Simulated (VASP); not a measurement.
# Ni (C2/c) in VASP: single point with RPBE

Aim: the single point of Ni with RPBE.

Program: VASP 6.6.1. These are calculated values, not measurements. Logs are shortened: lines on timing, memory, paths and dates and some standing lists are left out, and cuts for length are marked.

## Step 1: The cell of the first run

The typed cell holds 2 atoms: a = 2.606 Å, b = 2.606 Å, c = 5.013 Å, α = 105.06°, β = 105.06°, γ = 120.01°.

This isn't the form of Ni at room conditions, which is fcc.

## Step 2: Single point, RPBE, collinear spin, ferromagnetic start (12.59 Å³/atom)

Contents of INCAR:

```
SYSTEM = Ni
  ALGO = Normal
  EDIFF = 1E-6
  ENCUT = 520
  GGA = RP
  ISIF = 2
  ISMEAR = -1
  ISPIN = 2
  LASPH = .True.
  LCHARG = .False.
  LMAXMIX = 4
  LORBIT = 11
  LREAL = .False.
  LWAVE = .False.
  MAGMOM = 0.698 0.698
  NBANDS = 21
  NELM = 150
  PREC = Accurate
  SIGMA = 0.05
```

Contents of KPOINTS:

```
k-points
0
Gamma
  18 18 9
  0 0 0
```

Contents of POSCAR:

```
Ni
1.0
   -1.7503802745      1.4415807909      1.2844347146
    1.4415807909     -1.7503802745      1.2844347146
    3.2944172979      3.2944172979     -1.8500015344
Ni
2
Direct
    0.9584903673      0.0415096327      0.0000000000
    0.7915096327      0.2084903673      0.5000000000
```

Potentials or basis: VASP PAW PBE potentials, release 64 (Ni).

On the command line:

```sh
> cat potpaw_PBE.64/Ni/POTCAR > POTCAR
> mpirun -np 1 vasp_std > vasp.out
```

OUTCAR:

```text
SYSTEM = Ni
   EDIFF = 1E-6
   ENCUT = 520
   GGA = RP
   ISIF = 2
   ISMEAR = -1
   ISPIN = 2
   LASPH = .True.
   LORBIT = 11
   LREAL = .False.
   NELM = 150
   PREC = Accurate

 ion  position               nearest neighbor table
   1  0.958  0.042  0.000-   2 2.62   2 2.62   2 2.62   2 2.62   2 2.62   2 2.62
   2  0.792  0.208  0.500-   1 2.62   1 2.62   1 2.62   1 2.62   1 2.62   1 2.62

  Warning from LATTYP: Got some problem with cell dimensions!
  Tried to take original basis but could not verify dimensions!
  LATTYP: Found a base centered monoclinic cell.
 ALAT       =     2.6057253091
 B/A-ratio  =     1.7323831539
 C/A-ratio  =     1.6437110489
 COS(beta)  =    -0.0002475952

  Lattice vectors:

 A1 = (   1.7503802745,  -1.4415807909,  -1.2844347146)
 A2 = (  -1.4415807909,   1.7503802745,  -1.2844347146)
 A3 = (   2.9856178143,   2.9856178143,   0.7188678948)

Analysis of symmetry for initial positions (statically):
=====================================================================
 Subroutine PRICEL returns:
 Original cell was already a primitive cell.

 Routine SETGRP: Setting up the symmetry group for a
 base centered monoclinic supercell.

 Subroutine GETGRP returns: Found  4 space group operations
 (whereof  2 operations were pure point group operations)
 out of a pool of  4 trial point group operations.

The static configuration has the point symmetry C_2 .
 The point group associated with its full space group is C_2h.

Analysis of symmetry for dynamics (positions and initial velocities):
=====================================================================
 Subroutine PRICEL returns:
 Original cell was already a primitive cell.

 Routine SETGRP: Setting up the symmetry group for a
 base centered monoclinic supercell.

 Subroutine GETGRP returns: Found  4 space group operations
 (whereof  2 operations were pure point group operations)
 out of a pool of  4 trial point group operations.

The dynamic configuration has the point symmetry C_2 .
 The point group associated with its full space group is C_2h.

Analysis of structural, dynamic, and magnetic symmetry:
=====================================================================
 Subroutine PRICEL returns:
 Original cell was already a primitive cell.

 Routine SETGRP: Setting up the symmetry group for a
 base centered monoclinic supercell.

 Subroutine GETGRP returns: Found  4 space group operations
 (whereof  2 operations were pure point group operations)
 out of a pool of  4 trial point group operations.

The overall configuration has the point symmetry C_2 .
 The point group associated with its full space group is C_2h.

 Subroutine INISYM returns: Found  4 space group operations
 (whereof  2 operations are pure point group operations),
 and found     1 'primitive' translations

----------------------------------------------------------------------------------------

                                     Primitive cell

  volume of cell :      25.1898

  direct lattice vectors                    reciprocal lattice vectors
    -1.750380275  1.441580791  1.284434715    -0.039430896  0.273856133  0.417456170
     1.441580791 -1.750380275  1.284434715     0.273856133 -0.039430896  0.417456170
     3.294417298  3.294417298 -1.850001534     0.162758736  0.162758736  0.039129909

  length of vectors
     2.606100309  2.606100309  5.012871068     0.500820957  0.500820957  0.233477969

  position of ions in fractional coordinates (direct lattice)
     0.958490367  0.041509633  1.000000000
     0.791509633  0.208490367  0.500000000

  ion indices of the primitive-cell ions
   primitive index   ion index
                 1           1
                 2           2

----------------------------------------------------------------------------------------

 KPOINTS: k-points

Automatic generation of k-mesh.
 Grid dimensions read from file:
 generate k-points for:   18   18    9

 Generating k-lattice:

  Cartesian coordinates                     Fractional coordinates (reciprocal lattice)
    -0.002190605  0.015214230  0.023192009     0.055555556  0.000000000  0.000000000
     0.015214230 -0.002190605  0.023192009     0.000000000  0.055555556  0.000000000
     0.018084304  0.018084304  0.004347768    -0.000000000 -0.000000000  0.111111111

  Length of vectors
     0.027823386  0.027823386  0.025941997

  Shift w.r.t. Gamma in fractional coordinates (k-lattice)
     0.000000000  0.000000000  0.000000000

 Subroutine IBZKPT returns following result:
 ===========================================

 Found    775 irreducible k-points:

 Following reciprocal coordinates:
            Coordinates               Weight
  0.000000  0.000000  0.000000      1.000000
  0.055556  0.000000  0.000000      4.000000
  0.111111  0.000000  0.000000      4.000000
  0.166667  0.000000  0.000000      4.000000
  0.222222  0.000000  0.000000      4.000000
  0.277778  0.000000  0.000000      4.000000
[... 16 lines left out ...]
 -0.277778  0.055556  0.000000      4.000000
 -0.222222  0.055556 -0.000000      4.000000
 [... further k-points ...]
   k-points           NKPTS =    775   k-points in BZ     NKDIM =    775   number of bands    NBANDS=     21
   number of dos      NEDOS =    301   number of ions     NIONS =      2
   total plane-waves  NPLWV =  16000
   dimension x,y,z NGX =    20 NGY =   20 NGZ =   40
   dimension x,y,z NGXF=    40 NGYF=   40 NGZF=   80
   ions per type =               2
   NGX,Y,Z   is equivalent  to a cutoff of  12.76, 12.76, 13.27 a.u.
   NGXF,Y,Z  is equivalent  to a cutoff of  25.52, 25.52, 26.53 a.u.
 SYSTEM =  Ni
   PREC   = accura    normal or accurate (medium, high low for compatibility)
   ISTART =      0    job   : 0-new  1-cont  2-samecut
   ICHARG =      2    charge: 1-file 2-atom 10-const
   ISPIN  =      2    spin polarized calculation?
   LNONCOLLINEAR =      F non collinear calculations
   LSORBIT =      F    spin-orbit coupling
   LASPH  =      T    aspherical Exc in radial PAW
   ENCUT  =  520.0 eV  38.22 Ry    6.18 a.u.   4.85  4.85  9.32*2*pi/ulx,y,z
   NELM   =    150;   NELMIN=  2; NELMDL= -5     # of ELM steps
   EDIFF  = 0.1E-05   stopping-criterion for ELM
   LREAL  =      F    real-space projection
   EDIFFG = 0.1E-04   stopping-criterion for IOM
   NSW    =      0    number of steps for IOM
   IBRION =     -1    ionic relax: 0-MD 1-quasi-New 2-CG
   NFREE  =      0    steps in history (QN), initial steepest desc. (CG)
   ISIF   =      2    stress and relaxation
   ISYM   =      2    0-nonsym 1-usesym 2-fastsym
   POTIM  = 0.5000    time-step for ionic-motion
   TEBEG  =    0.0;   TEEND  =   0.0 temperature during run
   PSTRESS=    0.0 pullay stress
   NELECT =      20.0000    total number of electrons
   NUPDOWN=      -1.0000    fix difference up-down
   EMIN   =  10.00;   EMAX   =-10.00  energy-range for DOS
   EFERMI =   0.00;   METHOD = LEGACY
   ISMEAR =    -1;   SIGMA  =   0.05  broadening in eV -4-tet -1-fermi 0-gaus
   EFERMI_NEDOS =   21; number of points for ismear=-14 and -15
   IALGO  =     38    algorithm
   IMIX   =      4    mixing-type and parameters
     AMIX     =   0.40;   BMIX     =  1.00
     AMIX_MAG =   1.60;   BMIX_MAG =  1.00
  volume/ion in A,a.u.               =      12.59        84.99
  Fermi-wavevector in a.u.,A,eV,Ry     =   1.515920  2.864674 31.266387  2.298015
  Thomas-Fermi vector in A             =   2.625380
   LORBIT       =     11    0 simple, 1 ext, 2 COOP (PROOUT), +10 PAW based schemes
   GGA     = RP    functional components
   LHFCALC =     F    Hartree Fock is set to
   AEXX    =    0.0000 exact exchange contribution
   IVDW    =     0    specifies the selected vdW correction
   LEPSILON=     F    determine dielectric tensor
   LRPA    =     F    only Hartree local field effects (RPA)
 spin polarized calculation
  energy-cutoff  :      520.00
  volume of cell :       25.19
 maximum number of plane-waves:       699
   NGX =  9   NGY =  9   NGZ = 19

 number of electron      20.0000008 magnetization       1.3425190

 Free energy of the ion-electron system (eV)
  ---------------------------------------------------
  ext. energy  EPLUGINS =         0.00000000
  ---------------------------------------------------
  free energy    TOTEN  =        -9.73242005 eV

  energy without entropy =       -9.68903690  energy(sigma->0) =       -9.71072848

 E-fermi :   7.6516     XC(G=0): -12.2853

 val. band max:        7.6510841030   @ k =  -0.2222   0.1111   0.3333
 cond. band min:       7.6523142839   @ k =  -0.3889   0.3889   0.3333
 fundamental gap:      0.0012301809
 Fermi energy:         7.6516444247

 spin component 1

 k-point     1 :       0.0000    0.0000    0.0000
  band No.  band energies     occupation
      1      -0.4030      1.00000
      2       3.5118      1.00000
      3       5.4921      1.00000
      4       5.5855      1.00000
      5       5.5875      1.00000
      6       5.7919      1.00000
[... 13 lines left out ...]
     20      31.5100      0.00000
     21      35.5259      0.00000
[... 529 lines left out ...]
 k-point    24 :      -0.2222    0.0556   -0.0000
  band No.  band energies     occupation
      1       1.0362      1.00000
      2       4.0604      1.00000
      3       5.0248      1.00000
      4       5.1649      1.00000
      5       5.5247      1.00000
      6       5.7574      1.00000
[... 13 lines left out ...]
     20      32.3415      0.00000
     21      33.3628      0.00000

 [... further k-points ...]

 spin component 2

 k-point     1 :       0.0000    0.0000    0.0000
  band No.  band energies     occupation
      1      -0.4797      1.00000
      2       3.9431      1.00000
      3       6.2703      1.00000
      4       6.3228      1.00000
      5       6.3252      1.00000
      6       6.5480      1.00000
[... 13 lines left out ...]
     20      31.3647      0.00000
     21      35.5372      0.00000
[... 529 lines left out ...]
 k-point    24 :      -0.2222    0.0556   -0.0000
  band No.  band energies     occupation
      1       0.9674      1.00000
      2       4.4574      1.00000
      3       5.5184      1.00000
      4       5.8476      1.00000
      5       6.2538      1.00000
      6       6.4625      1.00000
[... 13 lines left out ...]
     20      32.3552      0.00000
     21      33.3723      0.00000

 [... further k-points ...]
[... 5 lines left out ...]
  --------------------------------------------------------------------------------------
  -------------------------------------------------------------------------------------
  Total       -2.3301891     -2.3301891     -2.3227126     -0.0122557     -0.0034053     -0.0034053
  in kB     -148.2096328   -148.2096328   -147.7341003     -0.7795127     -0.2165892     -0.2165882
  external PRESSURE =    -148.0511220 kB  Pullay stress =       0.0000000 kB

 VOLUME and BASIS-vectors are now :
 -----------------------------------------------------------------------------
  energy-cutoff  :      520.00
  volume of cell :       25.19
      direct lattice vectors                 reciprocal lattice vectors
    -1.750380275  1.441580791  1.284434715    -0.039430896  0.273856133  0.417456170
     1.441580791 -1.750380275  1.284434715     0.273856133 -0.039430896  0.417456170
     3.294417298  3.294417298 -1.850001534     0.162758736  0.162758736  0.039129909

 POSITION                                       TOTAL-FORCE (eV/Angst)
 -----------------------------------------------------------------------------------
     -1.61788      1.30908      1.28443         0.001065     -0.001065     -0.000000
      0.56232      2.42330      0.35943        -0.001065      0.001065      0.000000
 -----------------------------------------------------------------------------------
    total drift:                                0.000000     -0.000000      0.000000

  FREE ENERGIE OF THE ION-ELECTRON SYSTEM (eV)
  ---------------------------------------------------
  free  energy   TOTEN  =        -9.7324200486 eV

  energy  without entropy=       -9.6890369040  energy(sigma->0) =       -9.71072848

 total charge

# of ion       s       p       d       tot
------------------------------------------
    1        0.438   0.380   8.262   9.080
    2        0.438   0.380   8.262   9.080
--------------------------------------------------
tot          0.877   0.760  16.523  18.160

 magnetization (x)

# of ion       s       p       d       tot
------------------------------------------
    1       -0.005  -0.025   0.730   0.699
    2       -0.005  -0.025   0.730   0.699
--------------------------------------------------
tot         -0.011  -0.050   1.459   1.398
```

It took 19 min on 1 thread of Oxide Virtual Turin-like, shared host; peak memory 0.57 GiB.

What came out:

- Free energy: -9.7324 eV
- Pressure: -14.8 GPa
- Net moment: 1.34 μB per cell
- Site moments: Ni +0.70 μB
- Valence electrons inside the program's atomic spheres: Ni 9.08

Caveat: the cell stands under tension; the PAW data sets were made with another functional, which shifts forces and pressure a little.
